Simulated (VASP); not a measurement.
A run of VASP 6.6.1 is set up as follows.

The input INCAR:

```
SYSTEM = MgTl
ALGO = Normal
EDIFF = 1E-8
ENCUT = 520
ISIF = 2
ISMEAR = -1
LASPH = .True.
LCHARG = .False.
LEFG = .True.
LREAL = .False.
LWAVE = .False.
NBANDS = 14
NELM = 100
PREC = Accurate
SIGMA = 0.05
```

The input KPOINTS:

```
k-points
0
Gamma
  9 9 9
  0 0 0
```

File POSCAR:

```
MgTl
1.0
    3.6228427186      0.0000000000      0.0000000000
    0.0000000000      3.6228427186      0.0000000000
    0.0000000000      0.0000000000      3.6228427186
Mg Tl
1 1
Direct
    0.0000000000      0.0000000000      0.0000000000
    0.5000000000      0.5000000000      0.5000000000
```

Potentials or basis: VASP PAW LDA potentials, release 64 (Mg, Tl_d).

Command:

```sh
$ cat potpaw_LDA.64/Mg/POTCAR potpaw_LDA.64/Tl_d/POTCAR > POTCAR
$ mpirun -np 1 vasp_std > vasp.out
```

Question: Predict the pressure.

Answer: -2.3 GPa.

Caveat: without QUAD_EFG the Cq values of the log hold for a quadrupole moment of 1 mb, not for the nuclei.
